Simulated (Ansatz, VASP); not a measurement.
## Two plane-wave programs on SiC

```
Si C
1.0
     3.21788    0.00000    0.00000
    -1.60894    2.78677    0.00000
     0.00000    0.00000   10.53451
Si C
4 4
Direct
  0.66667 0.33333 0.93784
  0.33333 0.66667 0.43784
  0.00000 0.00000 0.68790
  0.00000 0.00000 0.18790
  0.66667 0.33333 0.74981
  0.33333 0.66667 0.24981
  0.00000 0.00000 0.50045
  0.00000 0.00000 0.00045
```

Change from the starting cell: strain +0.040 along x and y, +0.040 along z, atoms carried along.

Alike in both runs: task single point; functional PBE; k mesh 12 × 12 × 4; occupations gaussian, width 0.05 eV; no spin polarisation.

|  | VASP | Ansatz |
| --- | --- | --- |
| version | VASP 6.6.1 | Ansatz 0.2.0 |
| potentials or method | VASP PAW PBE potentials, release 64 (Si, C), cutoff 520 eV | scalar-relativistic, plane waves, PAW |
| valence electrons in the cell | 32 | 32 |

|  | VASP | Ansatz | Ansatz less VASP |
| --- | --- | --- | --- |
| gap on the k mesh at the Fermi level (eV) | 2.18 | 2.18 | 0.000 |
| least direct gap on the mesh (eV) | 3.26 | 3.26 | 0.000 |
| pressure (GPa) | -19.8 | -19.8 | +0.01 |
| traceless stress, the component that is largest in VASP (GPa) | 0.17 | 0.17 | -0.001 |
| rms of the force components (eV/Å) | 0.011 | 0.011 | -0.0002 |

Atom by atom the forces differ by 0.000 eV/Å (rms over components). The functional is the same, so the differences come from potentials, cutoffs and numerics.
